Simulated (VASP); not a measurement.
# Sb (I4/mmm) in VASP: notebook, part 2 of 2

VASP 6.6.1. The steps go on from the part before.

## 3. Single point, PBEsol

This run uses another cell than the first one, of 21.69 Å³/atom, 1.062 times its volume.

Contents of INCAR:

```
SYSTEM = Sb
PREC = Accurate
ENCUT = 520
EDIFF = 1E-6
ISMEAR = -1
SIGMA = 0.05
LREAL = .FALSE.
LASPH = .TRUE.
NELM = 80
ALGO = Normal
ISIF = 2
LWAVE = .FALSE.
LCHARG = .FALSE.
GGA = PS
NBANDS = 8
```

Contents of KPOINTS:

```
Automatic mesh
0
G
  12 12 12
  0 0 0
```

Contents of POSCAR:

```
Sb
1.0
   -1.5002329422      1.5002329422      2.4093498913
    1.5002329422     -1.5002329422      2.4093498913
    1.5002329422      1.5002329422     -2.4093498913
Sb
1
Direct
    0.0000000000      0.0000000000      0.0000000000
```

Potentials or basis: VASP PAW PBE potentials, release 64 (Sb).

Started as:

```bash
> cat potpaw_PBE.64/Sb/POTCAR > POTCAR
> mpirun -np 1 vasp_std > vasp.out
```

OUTCAR:

```text
SYSTEM = Sb
   PREC = Accurate
   ENCUT = 520
   EDIFF = 1E-6
   ISMEAR = -1
   LREAL = .FALSE.
   LASPH = .TRUE.
   NELM = 80
   ISIF = 2
   GGA = PS

 ion  position               nearest neighbor table
   1  0.000  0.000  0.000-

  LATTYP: Found a body centered tetragonal cell.
 ALAT       =     3.0004658844
 C/A-ratio  =     1.6059838599

  Lattice vectors:

 A1 = (  -1.5002329422,   1.5002329422,   2.4093498913)
 A2 = (   1.5002329422,  -1.5002329422,   2.4093498913)
 A3 = (   1.5002329422,   1.5002329422,  -2.4093498913)

Analysis of symmetry for initial positions (statically):
=====================================================================
 Subroutine PRICEL returns:
 Original cell was already a primitive cell.

 Routine SETGRP: Setting up the symmetry group for a
 body centered tetragonal supercell.

 Subroutine GETGRP returns: Found 16 space group operations
 (whereof 16 operations were pure point group operations)
 out of a pool of 16 trial point group operations.

The static configuration has the point symmetry D_4h.

Analysis of symmetry for dynamics (positions and initial velocities):
=====================================================================
 Subroutine PRICEL returns:
 Original cell was already a primitive cell.

 Routine SETGRP: Setting up the symmetry group for a
 body centered tetragonal supercell.

 Subroutine GETGRP returns: Found 16 space group operations
 (whereof 16 operations were pure point group operations)
 out of a pool of 16 trial point group operations.

The dynamic configuration has the point symmetry D_4h.

 Subroutine INISYM returns: Found 16 space group operations
 (whereof 16 operations are pure point group operations),
 and found     1 'primitive' translations

----------------------------------------------------------------------------------------

                                     Primitive cell

  volume of cell :      21.6909

  direct lattice vectors                    reciprocal lattice vectors
    -1.500232942  1.500232942  2.409349891     0.000000000  0.333281576  0.207524860
     1.500232942 -1.500232942  2.409349891     0.333281576  0.000000000  0.207524860
     1.500232942  1.500232942 -2.409349891     0.333281576  0.333281576  0.000000000

  length of vectors
     3.210352731  3.210352731  3.210352731     0.392610719  0.392610719  0.471331325

  position of ions in fractional coordinates (direct lattice)
     0.000000000  0.000000000  0.000000000

  ion indices of the primitive-cell ions
   primitive index   ion index
                 1           1

----------------------------------------------------------------------------------------

 KPOINTS: Automatic mesh

Automatic generation of k-mesh.
 Grid dimensions read from file:
 generate k-points for:   12   12   12

 Generating k-lattice:

  Cartesian coordinates                     Fractional coordinates (reciprocal lattice)
     0.000000000  0.027773465  0.017293738     0.083333333  0.000000000  0.000000000
     0.027773465  0.000000000  0.017293738     0.000000000  0.083333333  0.000000000
     0.027773465  0.027773465  0.000000000     0.000000000  0.000000000  0.083333333

  Length of vectors
     0.032717560  0.032717560  0.039277610

  Shift w.r.t. Gamma in fractional coordinates (k-lattice)
     0.000000000  0.000000000  0.000000000

 Subroutine IBZKPT returns following result:
 ===========================================

 Found    163 irreducible k-points:

 Following reciprocal coordinates:
            Coordinates               Weight
  0.000000  0.000000  0.000000      1.000000
  0.083333  0.000000  0.000000      8.000000
  0.166667  0.000000  0.000000      8.000000
  0.250000  0.000000  0.000000      8.000000
  0.333333  0.000000  0.000000      8.000000
  0.416667  0.000000 -0.000000      8.000000
[... 16 lines left out ...]
  0.500000  0.166667  0.000000     16.000000
 -0.416667  0.166667  0.000000     16.000000
 [... further k-points ...]
   k-points           NKPTS =    163   k-points in BZ     NKDIM =    163   number of bands    NBANDS=      8
   number of dos      NEDOS =    301   number of ions     NIONS =      1
   total plane-waves  NPLWV =  13824
   dimension x,y,z NGX =    24 NGY =   24 NGZ =   24
   dimension x,y,z NGXF=    48 NGYF=   48 NGZF=   48
   ions per type =               1
   NGX,Y,Z   is equivalent  to a cutoff of  12.43, 12.43, 12.43 a.u.
   NGXF,Y,Z  is equivalent  to a cutoff of  24.86, 24.86, 24.86 a.u.
 SYSTEM =  Sb
   PREC   = accura    normal or accurate (medium, high low for compatibility)
   ISTART =      0    job   : 0-new  1-cont  2-samecut
   ICHARG =      2    charge: 1-file 2-atom 10-const
   ISPIN  =      1    spin polarized calculation?
   LNONCOLLINEAR =      F non collinear calculations
   LSORBIT =      F    spin-orbit coupling
   LASPH  =      T    aspherical Exc in radial PAW
   ENCUT  =  520.0 eV  38.22 Ry    6.18 a.u.   5.97  5.97  5.97*2*pi/ulx,y,z
   NELM   =     80;   NELMIN=  2; NELMDL= -5     # of ELM steps
   EDIFF  = 0.1E-05   stopping-criterion for ELM
   LREAL  =      F    real-space projection
   EDIFFG = 0.1E-04   stopping-criterion for IOM
   NSW    =      0    number of steps for IOM
   IBRION =     -1    ionic relax: 0-MD 1-quasi-New 2-CG
   NFREE  =      0    steps in history (QN), initial steepest desc. (CG)
   ISIF   =      2    stress and relaxation
   ISYM   =      2    0-nonsym 1-usesym 2-fastsym
   POTIM  = 0.5000    time-step for ionic-motion
   TEBEG  =    0.0;   TEEND  =   0.0 temperature during run
   PSTRESS=    0.0 pullay stress
   NELECT =       5.0000    total number of electrons
   NUPDOWN=      -1.0000    fix difference up-down
   EMIN   =  10.00;   EMAX   =-10.00  energy-range for DOS
   EFERMI =   0.00;   METHOD = LEGACY
   ISMEAR =    -1;   SIGMA  =   0.05  broadening in eV -4-tet -1-fermi 0-gaus
   EFERMI_NEDOS =   21; number of points for ismear=-14 and -15
   IALGO  =     38    algorithm
   IMIX   =      4    mixing-type and parameters
     AMIX     =   0.40;   BMIX     =  1.00
     AMIX_MAG =   1.60;   BMIX_MAG =  1.00
  volume/ion in A,a.u.               =      21.69       146.38
  Fermi-wavevector in a.u.,A,eV,Ry     =   1.003781  1.896872 13.708915  1.007577
  Thomas-Fermi vector in A             =   2.136355
   LORBIT       =      0    0 simple, 1 ext, 2 COOP (PROOUT), +10 PAW based schemes
   GGA     = PS    functional components
   LHFCALC =     F    Hartree Fock is set to
   AEXX    =    0.0000 exact exchange contribution
   IVDW    =     0    specifies the selected vdW correction
   LEPSILON=     F    determine dielectric tensor
   LRPA    =     F    only Hartree local field effects (RPA)
 non-spin polarized calculation
  energy-cutoff  :      520.00
  volume of cell :       21.69
 maximum number of plane-waves:       609
   NGX = 11   NGY = 11   NGZ = 11

 number of electron       5.0000000 magnetization

 Free energy of the ion-electron system (eV)
  ---------------------------------------------------
  ext. energy  EPLUGINS =         0.00000000
  ---------------------------------------------------
  free energy    TOTEN  =        -4.07526734 eV

  energy without entropy =       -4.07036365  energy(sigma->0) =       -4.07281549

 E-fermi :  11.4673     XC(G=0): -11.2905

 val. band max:       11.4664521270   @ k =   0.5000   0.2500  -0.0000
 cond. band min:      11.4904609170   @ k =  -0.1667  -0.2500   0.0833
 fundamental gap:      0.0240087900
 Fermi energy:        11.4673183157

 k-point     1 :       0.0000    0.0000    0.0000
  band No.  band energies     occupation
      1      -3.3724      2.00000
      2      18.4712      0.00000
      3      18.5351      0.00000
      4      18.5351      0.00000
      5      21.8433      0.00000
      6      21.8599      0.00000
      7      22.6795      0.00000
      8      22.6795      0.00000

 k-point     2 :       0.0833    0.0000    0.0000
  band No.  band energies     occupation
      1      -3.2039      2.00000
      2      16.8161      0.00000
      3      18.0206      0.00000
      4      18.4047      0.00000
      5      21.0221      0.00000
      6      22.3214      0.00000
      7      23.0214      0.00000
      8      23.2712      0.00000
[... 221 lines left out ...]
 k-point    23 :       0.5000    0.1667    0.0000
  band No.  band energies     occupation
      1       1.9361      2.00000
      2       5.2825      2.00000
      3      13.1571      0.00000
      4      14.3085      0.00000
      5      18.1393      0.00000
      6      21.4745      0.00000
      7      24.9020      0.00000
      8      25.9845      0.00000

 k-point    24 :      -0.4167    0.1667    0.0000
  band No.  band energies     occupation
      1       0.5249      2.00000
      2       7.3790      2.00000
      3      13.5048      0.00000
      4      14.7937      0.00000
      5      18.1443      0.00000
      6      21.7051      0.00000
      7      23.1399      0.00000
      8      26.4485      0.00000

 [... further k-points ...]
[... 5 lines left out ...]
  --------------------------------------------------------------------------------------
  -------------------------------------------------------------------------------------
  Total        2.7505299      2.7505299      2.7404094      0.0000000      0.0000000      0.0000000
  in kB      203.1653707    203.1653707    202.4178326      0.0000000      0.0000000      0.0000000
  external PRESSURE =     202.9161913 kB  Pullay stress =       0.0000000 kB

 VOLUME and BASIS-vectors are now :
 -----------------------------------------------------------------------------
  energy-cutoff  :      520.00
  volume of cell :       21.69
      direct lattice vectors                 reciprocal lattice vectors
    -1.500232942  1.500232942  2.409349891     0.000000000  0.333281576  0.207524860
     1.500232942 -1.500232942  2.409349891     0.333281576  0.000000000  0.207524860
     1.500232942  1.500232942 -2.409349891     0.333281576  0.333281576  0.000000000

 POSITION                                       TOTAL-FORCE (eV/Angst)
 -----------------------------------------------------------------------------------
      0.00000      0.00000      0.00000         0.000000     -0.000000      0.000000
 -----------------------------------------------------------------------------------
    total drift:                                0.000000      0.000000      0.000000

  FREE ENERGIE OF THE ION-ELECTRON SYSTEM (eV)
  ---------------------------------------------------
  free  energy   TOTEN  =        -4.0752673376 eV

  energy  without entropy=       -4.0703636460  energy(sigma->0) =       -4.07281549
```

OSZICAR:

```text
N       E                     dE             d eps       ncg     rms          rms(c)
DAV:   1     0.575277127409E+01    0.57528E+01   -0.17737E+03  2640   0.418E+02
DAV:   2    -0.399749147930E+01   -0.97503E+01   -0.93627E+01  3672   0.561E+01
DAV:   3    -0.408517735958E+01   -0.87686E-01   -0.87611E-01  3120   0.612E+00
DAV:   4    -0.408539656500E+01   -0.21921E-03   -0.21921E-03  4000   0.367E-01
DAV:   5    -0.408539704384E+01   -0.47884E-06   -0.47857E-06  3416   0.110E-02    0.254E+00
DAV:   6    -0.407907922809E+01    0.63178E-02   -0.72646E-04  3640   0.130E-01    0.151E+00
DAV:   7    -0.407527599030E+01    0.38032E-02   -0.17190E-03  3032   0.198E-01    0.281E-02
DAV:   8    -0.407526755204E+01    0.84383E-05   -0.43972E-05  3872   0.473E-02    0.669E-03
DAV:   9    -0.407526733759E+01    0.21445E-06   -0.71128E-07  3008   0.574E-03
   1 F= -.40752673E+01 E0= -.40728155E+01  d E =-.490369E-02
```

stdout:

```text
POSCAR found type information on POSCAR Sb
 POSCAR found :  1 types and       1 ions
 scaLAPACK will be used
 -----------------------------------------------------------------------------
|                                                                             |
|                                                                             |
|     You enforced a specific xc type in the INCAR file but a different       |
|     I HOPE YOU KNOW WHAT YOU ARE DOING!                                     |
|                                                                             |
 -----------------------------------------------------------------------------

 LDA part: xc-table for (Slater+PW92), standard interpolation
 POSCAR, INCAR and KPOINTS ok, starting setup
 FFT: planning ... GRIDC
 FFT: planning ... GRID_SOFT
 FFT: planning ... GRID
 WAVECAR not read
 entering main loop
```

Run time: 10 s. Hardware: 1 thread of Intel Xeon Platinum 8375C at 2.90GHz (Ice Lake), shared host; peak memory 0.15 GiB.

Results:

| Item | Value |
| --- | --- |
| Free energy | -4.0753 eV |
| Pressure | 20.3 GPa |

Caveat: the PAW data sets were made with another functional, which shifts forces and pressure a little; spin-orbit coupling is left out, which moves the levels of the heavy elements.

## 4. Single point, PBEsol

This run uses another cell than the first one, of 23.47 Å³/atom, 1.149 times its volume.

Contents of INCAR:

```
PREC = Accurate ; ENCUT = 520
EDIFF = 1E-7 ; ISMEAR = -1
SIGMA = 0.05 ; LREAL = F
LASPH = T ; NELM = 80
ALGO = Normal ; ISIF = 2
LWAVE = F ; LCHARG = F
GGA = PS ; NBANDS = 8
```

Contents of KPOINTS:

```
regular mesh
0
Gamma
  12 12 12
```

Contents of POSCAR:

```
Sb
1.0
   -1.5365755512      1.5365755512      2.4851634177
    1.5365755512     -1.5365755512      2.4851634177
    1.5365755512      1.5365755512     -2.4851634177
Sb
1
Direct
    0.0000000000      0.0000000000      0.0000000000
```

Started as:

```bash
> cat potpaw_PBE.64/Sb/POTCAR > POTCAR
> mpirun -np 1 vasp_std > vasp.out
```

Wall time 31 s (1 thread of Intel Xeon Platinum 8375C at 2.90GHz (Ice Lake), shared host); peak memory 0.17 GiB.

It converged, with:

```
Free energy : -4.2402 eV
Pressure    : 10.1 GPa
```

Stress tensor (GPa, compression positive):
```
10.15  0.00  0.00
 0.00 10.15  0.00
 0.00  0.00 10.07
```

Levels at points of the mesh, in eV from the Fermi level:
```
           k point  band 1  band 2  band 3  band 4  band 5  band 6  band 7
(0.00, 0.00, 0.00)  -14.09    6.24    6.43    6.43   10.07   10.45   10.95
(0.50, 0.00, 0.00)   -9.48   -6.73    2.84    5.72    7.29   10.16   10.54
(0.50, 0.50, 0.00)   -6.70   -5.27   -0.67    0.48    3.70    4.31   17.50
(0.50, 0.50, 0.50)   -8.91   -6.37    1.75    1.75    5.58    5.83   18.93
```

Caveat: the PAW data sets were made with another functional, which shifts forces and pressure a little; spin-orbit coupling is left out, which moves the levels of the heavy elements.

## 5. Single point, PBEsol

This run uses another cell than the first one, of 24.69 Å³/atom, 1.209 times its volume.

Contents of INCAR:

```
PREC     = Accurate       # precision mode
ENCUT    = 520            # plane-wave cutoff, eV
EDIFF    = 1E-7           # SCF threshold, eV
ISMEAR   = -1             # smearing method
SIGMA    = 0.05           # smearing width, eV
LREAL    = F              # projectors in reciprocal space
LASPH    = T              # aspherical terms in the spheres
NELM     = 100            # most SCF steps
ALGO     = Normal         # electronic algorithm
ISIF     = 2              # what is computed and relaxed
LWAVE    = F              # write WAVECAR
LCHARG   = F              # write CHGCAR
GGA      = PS             # functional
NBANDS   = 8              # bands
```

Contents of KPOINTS:

```
Automatic mesh
0
Gamma
  12 12 12
```

Contents of POSCAR:

```
Sb
1.0
   -1.5601051026      1.5601051026      2.5357728902
    1.5601051026     -1.5601051026      2.5357728902
    1.5601051026      1.5601051026     -2.5357728902
Sb
1
Direct
    0.0000000000      0.0000000000      0.0000000000
```

Started as:

```bash
> cat potpaw_PBE.64/Sb/POTCAR > POTCAR
> mpirun -np 1 vasp_std > vasp.out
```

It took 26 s on 1 thread of Intel Xeon Platinum 8375C at 2.90GHz (Ice Lake), shared host; peak memory 0.18 GiB.

It converged, with:

- Free energy: -4.2970 eV
- Pressure: 5.1 GPa

Levels at points of the mesh, in eV from the Fermi level:
```csv
k point,band 1,band 2,band 3,band 4,band 5,band 6
"(0.00, 0.00, 0.00)",-13.65,5.76,6.03,6.03,9.86,10.47
"(0.50, 0.00, 0.00)",-9.35,-6.38,2.61,5.42,7.05,10.16
"(0.50, 0.50, 0.00)",-6.77,-4.99,-0.68,0.49,3.64,4.33
"(0.50, 0.50, 0.50)",-8.89,-6.06,1.73,1.73,5.57,5.73
```

Caveat: the PAW data sets were made with another functional, which shifts forces and pressure a little; spin-orbit coupling is left out, which moves the levels of the heavy elements.

## 6. Single point, PBEsol

This run uses another cell than the first one, of 25.60 Å³/atom, 1.253 times its volume.

Contents of INCAR:

```
SYSTEM = Sb
  PREC = Accurate
  ENCUT = 520
  EDIFF = 1E-6
  ISMEAR = -1
  SIGMA = 0.05
  LREAL = .FALSE.
  LASPH = .TRUE.
  NELM = 60
  ALGO = Normal
  ISIF = 2
  LWAVE = .FALSE.
  LCHARG = .TRUE.
  GGA = PS
  LELF = .TRUE.
  LVHAR = .TRUE.
  NBANDS = 8
```

Contents of KPOINTS:

```
Automatic mesh
0
G
  12 12 12
  0 0 0
```

Contents of POSCAR:

```
Sb
1.0
   -1.5760109743      1.5760109743      2.5764584801
    1.5760109743     -1.5760109743      2.5764584801
    1.5760109743      1.5760109743     -2.5764584801
Sb
1
Direct
    0.0000000000      0.0000000000      0.0000000000
```

Potentials or basis: VASP PAW PBE potentials, release 64 (Sb).

Started as:

```bash
> cat potpaw_PBE.64/Sb/POTCAR > POTCAR
> mpirun -np 1 vasp_std > vasp.out
```

It took 30 s on 1 thread of Intel Xeon Platinum 8375C at 2.90GHz (Ice Lake), shared host; peak memory 0.18 GiB.

Results (log left out):

| Item | Value |
| --- | --- |
| Free energy | -4.3168 eV |
| Pressure | 2.0 GPa |

Stress tensor (GPa, compression positive):
```
2.07 0.00 0.00
0.00 2.07 0.00
0.00 0.00 1.94
```

Levels at points of the mesh, in eV from the Fermi level:
| k point | band 1 | band 2 | band 3 | band 4 | band 5 | band 6 | band 7 |
| --- | --- | --- | --- | --- | --- | --- | --- |
| (0.00, 0.00, 0.00) | -13.35 | 5.42 | 5.75 | 5.75 | 9.70 | 10.49 | 10.68 |
| (0.50, 0.00, 0.00) | -9.26 | -6.14 | 2.43 | 5.22 | 6.86 | 10.08 | 10.18 |
| (0.50, 0.50, 0.00) | -6.81 | -4.79 | -0.71 | 0.49 | 3.60 | 4.34 | 16.81 |
| (0.50, 0.50, 0.50) | -8.90 | -5.85 | 1.72 | 1.72 | 5.59 | 5.68 | 18.41 |

Caveat: the PAW data sets were made with another functional, which shifts forces and pressure a little; spin-orbit coupling is left out, which moves the levels of the heavy elements.

## 7. Summary

| cell | gap on the mesh (eV) | pressure (GPa) |
| --- | --- | --- |
| a = 3.148 Å, angles 124.3, 124.3, 82.6°, 1 atom | none | 30.5 |
| a = 3.210 Å, angles 124.3, 124.3, 82.7°, 1 atom | none | 20.3 |
| a = 3.301 Å, angles 124.5, 124.5, 82.3°, 1 atom | none | 10.1 |
| a = 3.361 Å, angles 124.7, 124.7, 82.1°, 1 atom | none | 5.1 |
| a = 3.407 Å, angles 124.9, 124.9, 81.7°, 1 atom | none | 2.0 |

Alike in all rows: task single point; level PBEsol; potentials or basis VASP PAW PBE potentials, release 64 (Sb); no spin polarisation; k mesh 12 × 12 × 12; cutoff (eV) 520; smearing fermi-dirac 0.05 eV.

Caveats: the PAW data sets were made with another functional, which shifts forces and pressure a little; spin-orbit coupling is left out, which moves the levels of the heavy elements.

Total energies depend on the potentials used, so only differences within one code and one set of settings carry meaning.
